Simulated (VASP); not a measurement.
# In (I4/mmm) in VASP: phonons with PBE+D3(BJ)

Aim: the phonons of In with PBE+D3(BJ).

Program: VASP 6.6.1. These are calculated values, not measurements. Logs are shortened: lines on timing, memory, paths and dates and some standing lists are left out, and cuts for length are marked.

### Step 1. The cell of the first run

The structure is tetragonal, space group I4/mmm (No. 139). Conventional cell: a = 3.251 Å, b = 3.251 Å, c = 4.947 Å, α = 90.00°, β = 90.00°, γ = 90.00°. In (site symmetry 4/mmm) has 12 In at 3.25 to 3.38 Å within 4.3 Å.

### Step 2. Phonons, PBE+D3(BJ)

Contents of INCAR:

```
SYSTEM = In
PREC = Accurate
ENCUT = 520
EDIFF = 1E-8
ISMEAR = -1
SIGMA = 0.3
LREAL = .FALSE.
LASPH = .TRUE.
NELM = 80
ALGO = Normal
ISIF = 2
LWAVE = .FALSE.
LCHARG = .FALSE.
GGA = PE
IVDW = 12
IBRION = 6
NFREE = 2
POTIM = 0.015
NSW = 1
```

Contents of KPOINTS:

```
regular mesh
0
G
  6 6 6
  0 0 0
```

Contents of POSCAR:

```
In
1.0
   -1.6254700000      1.6254700000      2.4737000000
    1.6254700000     -1.6254700000      2.4737000000
    1.6254700000      1.6254700000     -2.4737000000
In
1
Direct
    0.0000000000      0.0000000000      0.0000000000
```

Potentials or basis: VASP PAW PBE potentials, release 64 (In_d).

The run is started by

```bash
cat potpaw_PBE.64/In_d/POTCAR > POTCAR
mpirun -np 1 vasp_std > vasp.out
```

OUTCAR:

```text
SYSTEM = In
   PREC = Accurate
   ENCUT = 520
   EDIFF = 1E-8
   ISMEAR = -1
   LREAL = .FALSE.
   LASPH = .TRUE.
   NELM = 80
   ISIF = 2
   GGA = PE
   IVDW = 12
   IBRION = 6
   NFREE = 2
   POTIM = 0.015
   NSW = 1
 IVDW          = 12

 ion  position               nearest neighbor table
   1  0.000  0.000  0.000-

  LATTYP: Found a body centered tetragonal cell.
 ALAT       =     3.2509400000
 C/A-ratio  =     1.5218367611

  Lattice vectors:

 A1 = (  -1.6254700000,   1.6254700000,   2.4737000000)
 A2 = (   1.6254700000,  -1.6254700000,   2.4737000000)
 A3 = (   1.6254700000,   1.6254700000,  -2.4737000000)

Analysis of symmetry for initial positions (statically):
=====================================================================
 Subroutine PRICEL returns:
 Original cell was already a primitive cell.

 Routine SETGRP: Setting up the symmetry group for a
 body centered tetragonal supercell.

 Subroutine GETGRP returns: Found 16 space group operations
 (whereof 16 operations were pure point group operations)
 out of a pool of 16 trial point group operations.

The static configuration has the point symmetry D_4h.

Analysis of symmetry for dynamics (positions and initial velocities):
=====================================================================
 Subroutine PRICEL returns:
 Original cell was already a primitive cell.

 Routine SETGRP: Setting up the symmetry group for a
 body centered tetragonal supercell.

 Subroutine GETGRP returns: Found 16 space group operations
 (whereof 16 operations were pure point group operations)
 out of a pool of 16 trial point group operations.

The dynamic configuration has the point symmetry D_4h.

 Subroutine INISYM returns: Found 16 space group operations
 (whereof 16 operations are pure point group operations),
 and found     1 'primitive' translations

----------------------------------------------------------------------------------------

                                     Primitive cell

  volume of cell :      26.1436

  direct lattice vectors                    reciprocal lattice vectors
    -1.625470000  1.625470000  2.473700000     0.000000000  0.307603339  0.202126369
     1.625470000 -1.625470000  2.473700000     0.307603339  0.000000000  0.202126369
     1.625470000  1.625470000 -2.473700000     0.307603339  0.307603339  0.000000000

  length of vectors
     3.376906444  3.376906444  3.376906444     0.368069129  0.368069129  0.435016814

  position of ions in fractional coordinates (direct lattice)
     0.000000000  0.000000000  0.000000000

  ion indices of the primitive-cell ions
   primitive index   ion index
                 1           1

----------------------------------------------------------------------------------------

 KPOINTS: regular mesh

Automatic generation of k-mesh.
 Grid dimensions read from file:
 generate k-points for:    6    6    6

 Generating k-lattice:

  Cartesian coordinates                     Fractional coordinates (reciprocal lattice)
     0.000000000  0.051267223  0.033687728     0.166666667  0.000000000  0.000000000
     0.051267223  0.000000000  0.033687728     0.000000000  0.166666667  0.000000000
     0.051267223  0.051267223  0.000000000     0.000000000  0.000000000  0.166666667

  Length of vectors
     0.061344855  0.061344855  0.072502802

  Shift w.r.t. Gamma in fractional coordinates (k-lattice)
     0.000000000  0.000000000  0.000000000

 Subroutine IBZKPT returns following result:
 ===========================================

 Found     30 irreducible k-points:

 Following reciprocal coordinates:
            Coordinates               Weight
  0.000000  0.000000  0.000000      1.000000
  0.166667  0.000000 -0.000000      8.000000
  0.333333  0.000000  0.000000      8.000000
  0.500000  0.000000 -0.000000      4.000000
  0.166667  0.166667 -0.000000      8.000000
  0.333333  0.166667 -0.000000     16.000000
[... 16 lines left out ...]
 -0.333333 -0.333333  0.166667      8.000000
 -0.166667 -0.333333  0.166667      8.000000
 [... further k-points ...]
   k-points           NKPTS =     30   k-points in BZ     NKDIM =     30   number of bands    NBANDS=     10
   number of dos      NEDOS =    301   number of ions     NIONS =      1
   total plane-waves  NPLWV =  21952
   dimension x,y,z NGX =    28 NGY =   28 NGZ =   28
   dimension x,y,z NGXF=    56 NGYF=   56 NGZF=   56
   ions per type =               1
   NGX,Y,Z   is equivalent  to a cutoff of  13.78, 13.78, 13.78 a.u.
   NGXF,Y,Z  is equivalent  to a cutoff of  27.57, 27.57, 27.57 a.u.
 SYSTEM =  In
   PREC   = accura    normal or accurate (medium, high low for compatibility)
   ISTART =      0    job   : 0-new  1-cont  2-samecut
   ICHARG =      2    charge: 1-file 2-atom 10-const
   ISPIN  =      1    spin polarized calculation?
   LNONCOLLINEAR =      F non collinear calculations
   LSORBIT =      F    spin-orbit coupling
   LASPH  =      T    aspherical Exc in radial PAW
   ENCUT  =  520.0 eV  38.22 Ry    6.18 a.u.   6.28  6.28  6.28*2*pi/ulx,y,z
   NELM   =     80;   NELMIN=  2; NELMDL= -5     # of ELM steps
   EDIFF  = 0.1E-07   stopping-criterion for ELM
   LREAL  =      F    real-space projection
   EDIFFG = 0.1E-06   stopping-criterion for IOM
   NSW    =     49    number of steps for IOM
   IBRION =      6    ionic relax: 0-MD 1-quasi-New 2-CG
   NFREE  =      2    steps in history (QN), initial steepest desc. (CG)
   ISIF   =      2    stress and relaxation
   ISYM   =      2    0-nonsym 1-usesym 2-fastsym
   POTIM  = 0.0150    time-step for ionic-motion
   TEBEG  =    0.0;   TEEND  =   0.0 temperature during run
   PSTRESS=    0.0 pullay stress
   NELECT =      13.0000    total number of electrons
   NUPDOWN=      -1.0000    fix difference up-down
   EMIN   =  10.00;   EMAX   =-10.00  energy-range for DOS
   EFERMI =   0.00;   METHOD = LEGACY
   ISMEAR =    -1;   SIGMA  =   0.30  broadening in eV -4-tet -1-fermi 0-gaus
   EFERMI_NEDOS =   21; number of points for ismear=-14 and -15
   IALGO  =     38    algorithm
   IMIX   =      4    mixing-type and parameters
     AMIX     =   0.40;   BMIX     =  1.00
     AMIX_MAG =   1.60;   BMIX_MAG =  1.00
  volume/ion in A,a.u.               =      26.14       176.43
  Fermi-wavevector in a.u.,A,eV,Ry     =   1.296983  2.450943 22.887245  1.682165
  Thomas-Fermi vector in A             =   2.428405
   LORBIT       =      0    0 simple, 1 ext, 2 COOP (PROOUT), +10 PAW based schemes
   GGA     = PE    functional components
   LHFCALC =     F    Hartree Fock is set to
   AEXX    =    0.0000 exact exchange contribution
   IVDW    =    12    specifies the selected vdW correction
   LEPSILON=     F    determine dielectric tensor
   LRPA    =     F    only Hartree local field effects (RPA)
 finite differences with symmetry
 non-spin polarized calculation
  energy-cutoff  :      520.00
  volume of cell :       26.14
 maximum number of plane-waves:       720
 NGX is ok and might be reduce to    28
   NGX = 13   NGY = 13   NGZ = 13

--------------------------------------- Ionic step        1  -------------------------------------------

 number of electron      13.0000006 magnetization

 Free energy of the ion-electron system (eV)
  ---------------------------------------------------
  ext. energy  EPLUGINS =         0.00000000
  ---------------------------------------------------
  free energy    TOTEN  =        -2.64790292 eV

  energy without entropy =       -2.51902050  energy(sigma->0) =       -2.58346171

------------------------ aborting loop because EDIFF is reached ----------------------------------------

 Edisp (eV)   -0.33841

 E8    (eV) :    -0.1689

  FORCE on cell =-STRESS in cart. coord.  units (eV):
  Direction    XX          YY          ZZ          XY          YZ          ZX
  --------------------------------------------------------------------------------------
  -------------------------------------------------------------------------------------
  Total       0.02256     0.02256    -0.12936     0.00000     0.00000     0.00000
  in kB       1.38280     1.38280    -7.92774     0.00000     0.00000     0.00000
  external pressure =       -1.72 kB  Pullay stress =        0.00 kB
[... 137 lines left out ...]
  energy  without entropy=       -2.8574266427  energy(sigma->0) =       -2.92186786

--------------------------------------- Ionic step        5  -------------------------------------------

 number of electron      13.0000003 magnetization

 Free energy of the ion-electron system (eV)
  ---------------------------------------------------
  ext. energy  EPLUGINS =         0.00000000
  ---------------------------------------------------
  free energy    TOTEN  =        -2.64790016 eV

  energy without entropy =       -2.51901771  energy(sigma->0) =       -2.58345893

 E-fermi :   7.5003     XC(G=0): -10.2583

 val. band max:        7.4516340121   @ k =   0.3333   0.3333   0.0000
 cond. band min:       7.8202911432   @ k =   0.3333   0.3333   0.0000
 fundamental gap:      0.3686571311
 Fermi energy:         7.5003038908

 k-point     1 :       0.0000    0.0000    0.0000
  band No.  band energies     occupation
      1      -7.1835      2.00000
      2      -7.0758      2.00000
      3      -7.0758      2.00000
      4      -6.9942      2.00000
      5      -6.8925      2.00000
      6      -2.0204      2.00000
      7      18.0756      0.00000
      8      18.0756      0.00000
      9      18.2523      0.00000
     10      19.1078      0.00000
[... 287 lines left out ...]
 k-point    24 :      -0.1667   -0.3333    0.1667
  band No.  band energies     occupation
      1      -7.2229      2.00000
      2      -7.0884      2.00000
      3      -6.9614      2.00000
      4      -6.9356      2.00000
      5      -6.8269      2.00000
      6       0.1001      2.00000
      7      10.5141      0.00009
      8      13.4643      0.00000
      9      14.6411      0.00000
     10      17.0691      0.00000

 [... further k-points ...]

------------------------ aborting loop because EDIFF is reached ----------------------------------------

 Edisp (eV)   -0.33841

 E8    (eV) :    -0.1689

  FORCE on cell =-STRESS in cart. coord.  units (eV):
  Direction    XX          YY          ZZ          XY          YZ          ZX
  --------------------------------------------------------------------------------------
  -------------------------------------------------------------------------------------
  Total       0.02278     0.02278    -0.12921     0.00000    -0.00000     0.00000
  in kB       1.39601     1.39601    -7.91874     0.00000    -0.00000     0.00000
  external pressure =       -1.71 kB  Pullay stress =        0.00 kB
[... 16 lines left out ...]
  FREE ENERGIE OF THE ION-ELECTRON SYSTEM (eV)
  ---------------------------------------------------
  free  energy   TOTEN  =        -2.9863090768 eV

  energy  without entropy=       -2.8574266279  energy(sigma->0) =       -2.92186785

 INTERNAL STRAIN TENSORS FROM DISPLACED ATOMS
 ============================================

 INTERNAL STRAIN TENSOR FOR ION    1 for displacements in x,y,z  (eV/Angst):
          X           Y           Z          XY          YZ          ZX
  --------------------------------------------------------------------------------
  x     0.00000     0.00000     0.00000     0.00000     0.00000     0.00000
  y     0.00000     0.00000     0.00000     0.00000     0.00000     0.00000
  z     0.00000     0.00000     0.00000     0.00000     0.00000     0.00000

 Eigenvectors and eigenvalues of the dynamical matrix
 ----------------------------------------------------

   1 f/i=    0.000000 THz     0.000000 2PiTHz    0.000000 cm-1     0.000000 meV
             X         Y         Z           dx          dy          dz
      0.000000  0.000000  0.000000     0.000000    0.000000    1.000000

   2 f/i=    0.000000 THz     0.000000 2PiTHz    0.000000 cm-1     0.000000 meV
             X         Y         Z           dx          dy          dz
      0.000000  0.000000  0.000000     0.992278   -0.124035    0.000000

   3 f/i=    0.000000 THz     0.000000 2PiTHz    0.000000 cm-1     0.000000 meV
             X         Y         Z           dx          dy          dz
      0.000000  0.000000  0.000000     0.124035    0.992278    0.000000

 ELASTIC MODULI CONTR FROM IONIC RELAXATION (kBar)
 Direction    XX          YY          ZZ          XY          YZ          ZX
 --------------------------------------------------------------------------------
 XX           0.0000      0.0000      0.0000      0.0000      0.0000      0.0000
 YY           0.0000      0.0000      0.0000      0.0000      0.0000      0.0000
 ZZ           0.0000      0.0000      0.0000      0.0000      0.0000      0.0000
 XY           0.0000      0.0000      0.0000      0.0000      0.0000      0.0000
 YZ           0.0000      0.0000      0.0000      0.0000      0.0000      0.0000
 ZX           0.0000      0.0000      0.0000      0.0000      0.0000      0.0000
 --------------------------------------------------------------------------------
```

Run time: 21 s. Hardware: 1 thread of Intel Xeon 6975P-C (Granite Rapids), shared host; peak memory 0.16 GiB.

What came out:

```
Dispersion energy per atom : -0.338 eV
```

Caveat: the k points lie up to 0.46 Å⁻¹ apart; three body term missing; spin-orbit coupling is left out, which moves the levels of the heavy elements.
